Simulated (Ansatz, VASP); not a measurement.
**Two plane-wave programs on Nb**

INCAR

```
PREC = Accurate
ENCUT = 520
EDIFF = 1E-7
ISMEAR = 0
SIGMA = 0.05
LREAL = False
LASPH = True
NELM = 80
ALGO = Fast
ISIF = 2
LWAVE = False
LCHARG = False
GGA = PE
NBANDS = 12
```

Contents of KPOINTS:

```
regular mesh
0
Gamma
  14 14 14
```

Contents of POSCAR:

```
Nb
1.0
   -1.6557315458      1.6557315458      1.6557315458
    1.6557315458     -1.6557315458      1.6557315458
    1.6557315458      1.6557315458     -1.6557315458
Nb
1
Direct
    0.0000000000      0.0000000000      0.0000000000
```

Input for Ansatz:

```yaml
crystal:
  lattice:
    - [-1.6557315458, 1.6557315458, 1.6557315458]
    - [1.6557315458, -1.6557315458, 1.6557315458]
    - [1.6557315458, 1.6557315458, -1.6557315458]
  atoms:
    - { symbol: Nb, position: [0.0, 0.0, 0.0] }
scf:
  occupations: { method: gaussian, width: 0.05 }
output:
  forces: true
  stress: true
  eigenvalues: true
  optics: { nscf_kmesh: { grid: [18, 18, 18] } }
kpoints:
  mp_grid: { grid: [14, 14, 14] }
hamiltonian:
  pseudopotentials: { kind: paw, azcp: { folder: soft_1 } }
```

Alike in both runs: task single point; functional PBE; k mesh 14 × 14 × 14; occupations gaussian, width 0.05 eV; no spin polarisation.

|  | VASP | Ansatz |
| --- | --- | --- |
| version | VASP 6.6.1 | Ansatz 0.2.0 |
| potentials or method | VASP PAW PBE potentials, release 64 (Nb_sv) | scalar-relativistic, plane waves, PAW |
| plane-wave cutoff (eV) | 520 | 420 |
| valence electrons in the cell | 13 | 13 |

Ansatz gave:

| Item | Value |
| --- | --- |
| gap on the k mesh at the Fermi level (eV) | none |
| pressure (GPa) | 0.0 |

Problem. Which values does VASP return?

Solution. gap on the k mesh at the Fermi level (eV): none; pressure (GPa): -0.3.

A gap of «none» marks a metal or a gap that the smearing closes. Ansatz's warnings: optics on partly filled bands.
